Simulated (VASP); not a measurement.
Here is a VASP 6.6.1 calculation.

The input INCAR:

```
  ALGO = Normal
  EDIFF = 1E-7
  ENCUT = 520
  GGA = PE
  ISIF = 2
  ISMEAR = 0
  LASPH = True
  LCHARG = False
  LREAL = False
  LWAVE = False
  NBANDS = 18
  NELM = 80
  PREC = Accurate
  SIGMA = 0.05
```

File KPOINTS:

```
k-points
0
Gamma
  12 12 6
```

File POSCAR:

```
PtSe2
1.0
    3.7516620337      0.0000000000      0.0000000000
   -1.8758310169      3.2490346276      0.0000000000
    0.0000000000      0.0000000000      6.5268785481
Pt Se
1 2
Direct
    0.0000000000      0.0000000000      0.0000000000
    0.3333333333      0.6666666667      0.2001869949
    0.6666666667      0.3333333333      0.7998130051
```

Potentials or basis: VASP PAW PBE potentials, release 64 (Pt, Se).

Launch:

```bash
$ cat potpaw_PBE.64/Pt/POTCAR potpaw_PBE.64/Se/POTCAR > POTCAR
$ mpirun -np 1 vasp_std > vasp.out
```

Q: Estimate the band gap on the k mesh.

A: 0.86 eV, indirect (least direct gap 1.09 eV).

Q: Estimate the pressure.

A: 0.0 GPa.

Caveat: spin-orbit coupling is left out, which moves the levels of the heavy elements; this functional lacks dispersion, which binds the layers, so the pressure and a relaxed spacing across them are unreliable. A k mesh can miss the band edges.
